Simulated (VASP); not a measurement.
# ZrS2 (P-3m1) in VASP: notebook

Runs on ZrS2. Level: PBE. Tasks: single point.

All numbers are computed with VASP 6.6.1; they aren't measurements. Logs are shortened: lines on timing, memory, paths and dates and some standing lists are left out, and cuts for length are marked.

**1. The cell of the first run**

The structure is trigonal, space group P-3m1 (No. 164). The conventional cell has a = 3.601 Å, b = 3.601 Å, c = 5.915 Å, α = 90.00°, β = 90.00°, γ = 120.00°. Within 3.4 Å of Zr (site symmetry -3m) lie 6 S at 2.55 Å. Within 3.4 Å of S (site symmetry 3m) lie 3 Zr at 2.55 Å.

**2. Single point, PBE (epitaxial xy strain -2.0%)**

INCAR reads:

```
PREC     = Accurate       # precision mode
ENCUT    = 500            # plane-wave cutoff, eV
EDIFF    = 1E-6           # SCF threshold, eV
ISMEAR   = 0              # smearing method
SIGMA    = 0.01           # smearing width, eV
LREAL    = F              # projectors in reciprocal space
LASPH    = T              # aspherical terms in the spheres
NELM     = 120            # most SCF steps
ALGO     = Normal         # electronic algorithm
ISIF     = 2              # what is computed and relaxed
LWAVE    = F              # write WAVECAR
LCHARG   = F              # write CHGCAR
GGA      = PE             # functional
NBANDS   = 19             # bands
GGA_COMPAT= F
```

KPOINTS reads:

```
regular mesh
0
Gamma
  6 6 2
```

POSCAR reads:

```
ZrS2
1.0
    3.6009111033      0.0000000000      0.0000000000
   -1.8004555516      3.1184804922      0.0000000000
    0.0000000000      0.0000000000      5.9154248369
Zr S
1 2
Direct
    0.0000000000      0.0000000000      0.0000000000
    0.3333333333      0.6666666667      0.2495774573
    0.6666666667      0.3333333333      0.7504225427
```

Potentials or basis: VASP PAW PBE potentials, release 64 (Zr_sv, S).

Command:

```bash
$ cat potpaw_PBE.64/Zr_sv/POTCAR potpaw_PBE.64/S/POTCAR > POTCAR
$ mpirun -np 1 vasp_std > vasp.out
```

OUTCAR:

```text
PREC = Accurate
   ENCUT = 500
   EDIFF = 1E-6
   ISMEAR = 0
   LREAL = F
   LASPH = T
   NELM = 120
   ISIF = 2
   GGA = PE

 ion  position               nearest neighbor table
   1  0.000  0.000  0.000-   2 2.55   3 2.55   2 2.55   3 2.55   3 2.55   2 2.55
   2  0.333  0.667  0.250-   1 2.55   1 2.55   1 2.55
   3  0.667  0.333  0.750-   1 2.55   1 2.55   1 2.55

  LATTYP: Found a hexagonal cell.
 ALAT       =     3.6009111033
 C/A-ratio  =     1.6427578097

  Lattice vectors:

 A1 = (   3.6009111033,   0.0000000000,   0.0000000000)
 A2 = (  -1.8004555516,   3.1184804922,   0.0000000000)
 A3 = (   0.0000000000,   0.0000000000,   5.9154248369)

Analysis of symmetry for initial positions (statically):
=====================================================================
 Subroutine PRICEL returns:
 Original cell was already a primitive cell.

 Routine SETGRP: Setting up the symmetry group for a
 hexagonal supercell.

 Subroutine GETGRP returns: Found 12 space group operations
 (whereof 12 operations were pure point group operations)
 out of a pool of 24 trial point group operations.

The static configuration has the point symmetry D_3d.

Analysis of symmetry for dynamics (positions and initial velocities):
=====================================================================
 Subroutine PRICEL returns:
 Original cell was already a primitive cell.

 Routine SETGRP: Setting up the symmetry group for a
 hexagonal supercell.

 Subroutine GETGRP returns: Found 12 space group operations
 (whereof 12 operations were pure point group operations)
 out of a pool of 24 trial point group operations.

The dynamic configuration has the point symmetry D_3d.

 Subroutine INISYM returns: Found 12 space group operations
 (whereof 12 operations are pure point group operations),
 and found     1 'primitive' translations

----------------------------------------------------------------------------------------

                                     Primitive cell

  volume of cell :      66.4265

  direct lattice vectors                    reciprocal lattice vectors
     3.600911103  0.000000000  0.000000000     0.277707494  0.160334497  0.000000000
    -1.800455552  3.118480492  0.000000000     0.000000000  0.320668993  0.000000000
     0.000000000  0.000000000  5.915424837     0.000000000  0.000000000  0.169049566

  length of vectors
     3.600911103  3.600911103  5.915424837     0.320668993  0.320668993  0.169049566

  position of ions in fractional coordinates (direct lattice)
     0.000000000  0.000000000  0.000000000
     0.333333333  0.666666667  0.249577457
     0.666666667  0.333333333  0.750422543

  ion indices of the primitive-cell ions
   primitive index   ion index
                 1           1
                 2           2
                 3           3

----------------------------------------------------------------------------------------

 KPOINTS: regular mesh

Automatic generation of k-mesh.
 Grid dimensions read from file:
 generate k-points for:    6    6    2

 Generating k-lattice:

  Cartesian coordinates                     Fractional coordinates (reciprocal lattice)
     0.046284582  0.026722416  0.000000000     0.166666667 -0.000000000  0.000000000
     0.000000000  0.053444832  0.000000000     0.000000000  0.166666667  0.000000000
     0.000000000  0.000000000  0.084524783     0.000000000  0.000000000  0.500000000

  Length of vectors
     0.053444832  0.053444832  0.084524783

  Shift w.r.t. Gamma in fractional coordinates (k-lattice)
     0.000000000  0.000000000  0.000000000

 Subroutine IBZKPT returns following result:
 ===========================================

 Found     14 irreducible k-points:

 Following reciprocal coordinates:
            Coordinates               Weight
  0.000000  0.000000  0.000000      1.000000
  0.166667  0.000000  0.000000      6.000000
  0.333333  0.000000  0.000000      6.000000
  0.500000  0.000000  0.000000      3.000000
  0.166667  0.166667  0.000000      6.000000
  0.333333  0.166667  0.000000     12.000000
  0.333333  0.333333  0.000000      2.000000
  0.000000  0.000000  0.500000      1.000000
  0.166667  0.000000  0.500000      6.000000
  0.333333  0.000000  0.500000      6.000000
  0.500000  0.000000  0.500000      3.000000
  0.166667  0.166667  0.500000      6.000000
  0.333333  0.166667  0.500000     12.000000
  0.333333  0.333333  0.500000      2.000000
   k-points           NKPTS =     14   k-points in BZ     NKDIM =     14   number of bands    NBANDS=     19
   number of dos      NEDOS =    301   number of ions     NIONS =      3
   total plane-waves  NPLWV =  37632
   dimension x,y,z NGX =    28 NGY =   28 NGZ =   48
   dimension x,y,z NGXF=    56 NGYF=   56 NGZF=   96
   ions per type =               1   2
   NGX,Y,Z   is equivalent  to a cutoff of  12.93, 12.93, 13.49 a.u.
   NGXF,Y,Z  is equivalent  to a cutoff of  25.85, 25.85, 26.98 a.u.
 SYSTEM =  unknown system
   PREC   = accura    normal or accurate (medium, high low for compatibility)
   ISTART =      0    job   : 0-new  1-cont  2-samecut
   ICHARG =      2    charge: 1-file 2-atom 10-const
   ISPIN  =      1    spin polarized calculation?
   LNONCOLLINEAR =      F non collinear calculations
   LSORBIT =      F    spin-orbit coupling
   LASPH  =      T    aspherical Exc in radial PAW
   ENCUT  =  500.0 eV  36.75 Ry    6.06 a.u.   6.57  6.57 10.79*2*pi/ulx,y,z
   NELM   =    120;   NELMIN=  2; NELMDL= -5     # of ELM steps
   EDIFF  = 0.1E-05   stopping-criterion for ELM
   LREAL  =      F    real-space projection
   EDIFFG = 0.1E-04   stopping-criterion for IOM
   NSW    =      0    number of steps for IOM
   IBRION =     -1    ionic relax: 0-MD 1-quasi-New 2-CG
   NFREE  =      0    steps in history (QN), initial steepest desc. (CG)
   ISIF   =      2    stress and relaxation
   ISYM   =      2    0-nonsym 1-usesym 2-fastsym
   POTIM  = 0.5000    time-step for ionic-motion
   TEBEG  =    0.0;   TEEND  =   0.0 temperature during run
   PSTRESS=    0.0 pullay stress
   NELECT =      24.0000    total number of electrons
   NUPDOWN=      -1.0000    fix difference up-down
   EMIN   =  10.00;   EMAX   =-10.00  energy-range for DOS
   EFERMI =   0.00;   METHOD = LEGACY
   ISMEAR =     0;   SIGMA  =   0.01  broadening in eV -4-tet -1-fermi 0-gaus
   EFERMI_NEDOS =   21; number of points for ismear=-14 and -15
   IALGO  =     38    algorithm
   IMIX   =      4    mixing-type and parameters
     AMIX     =   0.40;   BMIX     =  1.00
     AMIX_MAG =   1.60;   BMIX_MAG =  1.00
  volume/ion in A,a.u.               =      22.14       149.42
  Fermi-wavevector in a.u.,A,eV,Ry     =   1.165999  2.203418 18.497846  1.359553
  Thomas-Fermi vector in A             =   2.302518
   LORBIT       =      0    0 simple, 1 ext, 2 COOP (PROOUT), +10 PAW based schemes
   GGA     = PE    functional components
   LHFCALC =     F    Hartree Fock is set to
   AEXX    =    0.0000 exact exchange contribution
   IVDW    =     0    specifies the selected vdW correction
   LEPSILON=     F    determine dielectric tensor
   LRPA    =     F    only Hartree local field effects (RPA)
 non-spin polarized calculation
 Gauss-broadening in eV      SIGMA  =   0.01
  energy-cutoff  :      500.00
  volume of cell :       66.43
 maximum number of plane-waves:      1714
 NGX is ok and might be reduce to    28
   NGX = 13   NGY = 13   NGZ = 21

 number of electron      24.0000002 magnetization

 Free energy of the ion-electron system (eV)
  ---------------------------------------------------
  ext. energy  EPLUGINS =         0.00000000
  ---------------------------------------------------
  free energy    TOTEN  =       -21.35467900 eV

  energy without entropy =      -21.35467900  energy(sigma->0) =      -21.35467900

 E-fermi :   5.0511     XC(G=0):  -9.7091

 val. band max:        4.8832579001   @ k =   0.0000   0.0000   0.0000
 cond. band min:       5.6587836233   @ k =   0.5000   0.0000   0.5000
 fundamental gap:      0.7755257231
 Fermi energy:         5.0511274005

 k-point     1 :       0.0000    0.0000    0.0000
  band No.  band energies     occupation
      1     -43.9930      2.00000
      2     -22.0799      2.00000
      3     -21.8999      2.00000
      4     -21.8999      2.00000
      5      -7.9071      2.00000
      6      -6.3984      2.00000
[... 11 lines left out ...]
     18      10.8101      0.00000
     19      10.9505      0.00000

 k-point     2 :       0.1667    0.0000    0.0000
  band No.  band energies     occupation
      1     -43.9870      2.00000
      2     -22.0624      2.00000
      3     -21.9800      2.00000
      4     -21.9171      2.00000
      5      -7.6146      2.00000
      6      -6.4600      2.00000
[... 11 lines left out ...]
     18      12.0522      0.00000
     19      12.4887      0.00000

 k-point     3 :       0.3333    0.0000    0.0000
  band No.  band energies     occupation
      1     -43.9748      2.00000
      2     -22.1369      2.00000
      3     -22.0258      2.00000
      4     -21.9512      2.00000
      5      -7.0109      2.00000
      6      -6.5302      2.00000
[... 11 lines left out ...]
     18      12.5870      0.00000
     19      13.1003      0.00000

 k-point     4 :       0.5000    0.0000    0.0000
  band No.  band energies     occupation
      1     -43.9687      2.00000
      2     -22.2128      2.00000
      3     -22.0079      2.00000
      4     -21.9682      2.00000
      5      -6.8422      2.00000
      6      -6.3742      2.00000
[... 11 lines left out ...]
     18      11.5981      0.00000
     19      13.0761      0.00000

 k-point     5 :       0.1667    0.1667    0.0000
  band No.  band energies     occupation
      1     -43.9778      2.00000
      2     -22.0824      2.00000
      3     -22.0362      2.00000
      4     -21.9579      2.00000
      5      -7.1428      2.00000
      6      -6.5435      2.00000
[... 11 lines left out ...]
     18      13.4414      0.00000
     19      13.9435      0.00000

 k-point     6 :       0.3333    0.1667    0.0000
  band No.  band energies     occupation
      1     -43.9687      2.00000
      2     -22.1720      2.00000
      3     -22.0137      2.00000
      4     -22.0051      2.00000
      5      -6.7299      2.00000
      6      -6.4926      2.00000
[... 11 lines left out ...]
     18      12.7943      0.00000
     19      13.2057      0.00000

 k-point     7 :       0.3333    0.3333    0.0000
  band No.  band energies     occupation
      1     -43.9656      2.00000
      2     -22.1152      2.00000
      3     -22.1152      2.00000
      4     -21.9999      2.00000
      5      -6.5252      2.00000
      6      -6.5252      2.00000
[... 11 lines left out ...]
     18      12.5566      0.00000
     19      14.7718      0.00000

 k-point     8 :       0.0000    0.0000    0.5000
  band No.  band energies     occupation
      1     -43.9930      2.00000
      2     -22.0806      2.00000
      3     -21.8999      2.00000
      4     -21.8999      2.00000
      5      -7.6176      2.00000
      6      -6.8312      2.00000
[... 11 lines left out ...]
     18      11.2753      0.00000
     19      12.6007      0.00000

 k-point     9 :       0.1667    0.0000    0.5000
  band No.  band energies     occupation
      1     -43.9870      2.00000
      2     -22.0630      2.00000
      3     -21.9800      2.00000
      4     -21.9171      2.00000
      5      -7.3373      2.00000
      6      -6.8252      2.00000
[... 11 lines left out ...]
     18      12.5260      0.00000
     19      13.2161      0.00000

 k-point    10 :       0.3333    0.0000    0.5000
  band No.  band energies     occupation
      1     -43.9748      2.00000
      2     -22.1368      2.00000
      3     -22.0262      2.00000
      4     -21.9512      2.00000
      5      -6.9508      2.00000
      6      -6.5890      2.00000
[... 11 lines left out ...]
     18      11.7517      0.00000
     19      12.5878      0.00000

 k-point    11 :       0.5000    0.0000    0.5000
  band No.  band energies     occupation
      1     -43.9687      2.00000
      2     -22.2127      2.00000
      3     -22.0082      2.00000
      4     -21.9682      2.00000
      5      -6.9406      2.00000
      6      -6.2457      2.00000
[... 11 lines left out ...]
     18      11.5799      0.00000
     19      12.2721      0.00000

 k-point    12 :       0.1667    0.1667    0.5000
  band No.  band energies     occupation
      1     -43.9778      2.00000
      2     -22.0823      2.00000
      3     -22.0366      2.00000
      4     -21.9579      2.00000
      5      -6.9032      2.00000
      6      -6.8046      2.00000
[... 11 lines left out ...]
     18      13.3014      0.00000
     19      13.6105      0.00000

 k-point    13 :       0.3333    0.1667    0.5000
  band No.  band energies     occupation
      1     -43.9687      2.00000
      2     -22.1719      2.00000
      3     -22.0138      2.00000
      4     -22.0053      2.00000
      5      -6.8006      2.00000
      6      -6.4117      2.00000
[... 11 lines left out ...]
     18      12.0834      0.00000
     19      13.0507      0.00000

 k-point    14 :       0.3333    0.3333    0.5000
  band No.  band energies     occupation
      1     -43.9656      2.00000
      2     -22.1151      2.00000
      3     -22.1151      2.00000
      4     -22.0001      2.00000
      5      -6.5302      2.00000
      6      -6.5302      2.00000
[... 11 lines left out ...]
     18      13.2459      0.00000
     19      13.7121      0.00000

------------------------ aborting loop because EDIFF is reached ----------------------------------------

  FORCE on cell =-STRESS in cart. coord.  units (eV):
  Direction    XX          YY          ZZ          XY          YZ          ZX
  --------------------------------------------------------------------------------------
  -------------------------------------------------------------------------------------
  Total        1.8603802      1.8603802      0.8619337      0.0000000     -0.0000000      0.0000000
  in kB       44.8715333     44.8715333     20.7894540      0.0000000     -0.0000000      0.0000000
  external PRESSURE =      36.8441735 kB  Pullay stress =       0.0000000 kB

 VOLUME and BASIS-vectors are now :
 -----------------------------------------------------------------------------
  energy-cutoff  :      500.00
  volume of cell :       66.43
      direct lattice vectors                 reciprocal lattice vectors
     3.600911103  0.000000000  0.000000000     0.277707494  0.160334497  0.000000000
    -1.800455552  3.118480492  0.000000000     0.000000000  0.320668993  0.000000000
     0.000000000  0.000000000  5.915424837     0.000000000  0.000000000  0.169049566

 POSITION                                       TOTAL-FORCE (eV/Angst)
 -----------------------------------------------------------------------------------
      0.00000      0.00000      0.00000         0.000000      0.000000     -0.000000
     -0.00000      2.07899      1.47636         0.000000     -0.000000      0.036613
      1.80046      1.03949      4.43907        -0.000000      0.000000     -0.036613
 -----------------------------------------------------------------------------------
    total drift:                                0.000000     -0.000000     -0.000000

  FREE ENERGIE OF THE ION-ELECTRON SYSTEM (eV)
  ---------------------------------------------------
  free  energy   TOTEN  =       -21.3546790024 eV

  energy  without entropy=      -21.3546790024  energy(sigma->0) =      -21.35467900
```

Wall time 51 s (1 thread of AMD EPYC 7R13, shared host); peak memory 0.15 GiB.

Results:

```
Free energy            : -21.3547 eV
Pressure               : 3.7 GPa
Largest force          : 0.037 eV/Å
Band gap on the k mesh : 0.78 eV, indirect (least direct gap 1.58 eV)
```

Forces on the atoms (eV/Å):
```
Zr   0.000  0.000  0.000
S    0.000  0.000  0.037
S    0.000  0.000 -0.037
```

Caveat: the k points lie up to 0.53 Å⁻¹ apart; the cell differs from its parent crystal (epitaxial xy strain -2.0%); this functional lacks dispersion, which binds the layers, so the pressure and a relaxed spacing across them are unreliable. A k mesh can miss the band edges.

**3. Single point, PBE (epitaxial xy strain -1.0%)**

INCAR reads:

```
PREC = Accurate
ENCUT = 500
EDIFF = 1E-6
ISMEAR = 0
SIGMA = 0.01
LREAL = F
LASPH = T
NELM = 120
ALGO = Normal
ISIF = 2
LWAVE = F
LCHARG = F
GGA = PE
NBANDS = 19
GGA_COMPAT = F
```

KPOINTS reads:

```
Automatic mesh
0
Gamma
  6 6 2
```

POSCAR reads:

```
ZrS2
1.0
    3.6376550941      0.0000000000      0.0000000000
   -1.8188275470      3.1503017217      0.0000000000
    0.0000000000      0.0000000000      5.8861405555
Zr S
1 2
Direct
    0.0000000000      0.0000000000      0.0000000000
    0.3333333333      0.6666666667      0.2479262884
    0.6666666667      0.3333333333      0.7520737116
```

Potentials or basis: VASP PAW PBE potentials, release 64 (Zr_sv, S).

Command:

```bash
$ cat potpaw_PBE.64/Zr_sv/POTCAR potpaw_PBE.64/S/POTCAR > POTCAR
$ mpirun -np 1 vasp_std > vasp.out
```

Wall time 45 s (1 thread of AMD EPYC 7R13, shared host); peak memory 0.15 GiB.

The run converged. Its results:

```yaml
Free_energy: -21.3806 eV
Pressure: 2.5 GPa
Largest_force: 0.034 eV/Å
Band_gap_on_the_k_mesh: 0.84 eV, indirect (least direct gap 1.57 eV)
```

Forces on the atoms (eV/Å):
```
Zr   0.000  0.000  0.000
S    0.000  0.000  0.034
S    0.000  0.000 -0.034
```

Stress tensor (GPa, compression positive):
```
2.72 0.00 0.00
0.00 2.72 0.00
0.00 0.00 2.04
```

Levels at points of the mesh, in eV from the valence-band top:
```csv
k point,band 8,band 9,band 10,band 11,band 12,band 13,band 14,band 15,band 16,band 17
"(0.00, 0.00, 0.00)",-2.78,-2.78,-0.08,-0.08,0.00,1.57,1.57,2.28,4.89,4.89
"(0.50, 0.00, 0.00)",-2.63,-2.55,-2.49,-1.89,-1.22,1.04,3.35,3.69,5.76,5.96
"(0.00, 0.00, 0.50)",-2.74,-2.74,-1.85,-0.22,-0.22,1.54,1.54,2.68,5.29,5.29
"(0.50, 0.00, 0.50)",-3.29,-2.65,-2.37,-0.93,-0.80,0.84,3.34,3.68,5.23,5.73
```

Caveat: the k points lie up to 0.53 Å⁻¹ apart; the cell differs from its parent crystal (epitaxial xy strain -1.0%); this functional lacks dispersion, which binds the layers, so the pressure and a relaxed spacing across them are unreliable. A k mesh can miss the band edges.
